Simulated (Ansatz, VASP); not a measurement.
# NiO: VASP beside Ansatz

```
Ni O
1.0
     0.00000    2.10311    2.10311
     2.10311    0.00000    2.10311
     2.10311    2.10311    0.00000
Ni O
1 1
Direct
  0.00000 0.00000 0.00000
  0.50000 0.50000 0.50000
```

Alike in both runs: task single point; functional PBE; dispersion D4; k mesh 10 × 10 × 10; occupations gaussian, width 0.05 eV; collinear spin; Hubbard terms Ni d U = 6.2 eV.

|  | VASP | Ansatz |
| --- | --- | --- |
| version | VASP 6.6.1 | Ansatz 0.2.0 |
| potentials or method | VASP PAW PBE potentials, release 64 (Ni, O), cutoff 600 eV | scalar-relativistic, plane waves, PAW |
| valence electrons in the cell | 16 | 24 |

Ansatz gave:

- gap on the k mesh at the Fermi level (eV): 2.16
- least direct gap on the mesh (eV): 2.89
- pressure (GPa): 10.7
- net moment per atom (μB): 1.00
- size of the moment on the site where the two differ most (μB): 1.73

Problem. Which values does VASP return?

Solution. gap on the k mesh at the Fermi level (eV): 2.56; least direct gap on the mesh (eV): 3.16; pressure (GPa): 0.5; net moment per atom (μB): 1.00; size of the moment on the site where the two differ most (μB): 1.82.

Site moments also hang on the region over which each program counts them. The programs project onto different local orbitals, so the same U acts differently, and such runs can settle in different states. VASP's potentials hold 16 valence electrons a cell and Ansatz's 24, so a difference there can come from the potentials and not from the codes. Ansatz's warnings: dispersion switch in reach, stability check not made.
